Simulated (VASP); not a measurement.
Set up this calculation in VASP 6.6.1, as the native input.

```yaml
Task: single point
Functional: PBEsol
Potentials_or_basis: VASP PAW PBE potentials, release 64 (Cu_sv_GW, O)
Cutoff: 820 eV
k_mesh: 7 × 7 × 7
Occupations: gaussian, width 0.05 eV
Spin: no spin polarisation
Hubbard_terms: Cu d U = 4.0 eV
Dipole_correction: no
Further_INCAR_settings: ALGO = Normal; EDIFF = 1e-06; NBANDS = 20
```

The structure of CuO lies in POSCAR:

```
CuO
1.0
    0.0000000000      2.3272527300      2.3272527300
    2.3272527300      0.0000000000      2.3272527300
    2.3272527300      2.3272527300      0.0000000000
Cu O
1 1
Direct
    0.0000000000      0.0000000000      0.0000000000
    0.2500000000      0.2500000000      0.2500000000
```

The input as run:

INCAR

```
SYSTEM = CuO
PREC = Accurate
ENCUT = 820
EDIFF = 1E-6
ISMEAR = 0
SIGMA = 0.05
LREAL = .False.
LASPH = .True.
NELM = 200
ALGO = Normal
ISIF = 2
LWAVE = .False.
LCHARG = .True.
LMAXMIX = 4
LDAU = .True.
LDAUTYPE = 2
LDAUL = 2 -1
LDAUU = 4 0
LDAUJ = 0 0
LDAUPRINT = 1
GGA = PS
LELF = .True.
LVHAR = .True.
NBANDS = 20
GGA_COMPAT = .False.
```

KPOINTS

```
regular mesh
0
Gamma
  7 7 7
  0 0 0
```

Potentials or basis: VASP PAW PBE potentials, release 64 (Cu_sv_GW, O).

Launch:

```bash
$ cat potpaw_PBE.64/Cu_sv_GW/POTCAR potpaw_PBE.64/O/POTCAR > POTCAR
$ mpirun -np 1 vasp_std > vasp.out
```

Results of the run:

```
Pressure               : -15.5 GPa
Band gap on the k mesh : zero (an odd number of electrons rules out a gap without spin polarisation)
```

Caveat: the cell stands under tension; the PAW data sets were made with another functional, which shifts forces and pressure a little; an odd number of electrons without spin polarisation forces a metal; a magnetic or distorted state may lie lower; U without spin polarisation on a metal has little footing.

It took 27 s on 1 thread of Intel(R) Xeon(R) Platinum 8259CL CPU @ 2.50GHz (Skylake/Cascade Lake), with other jobs on the host, peak memory 0.19 GiB.
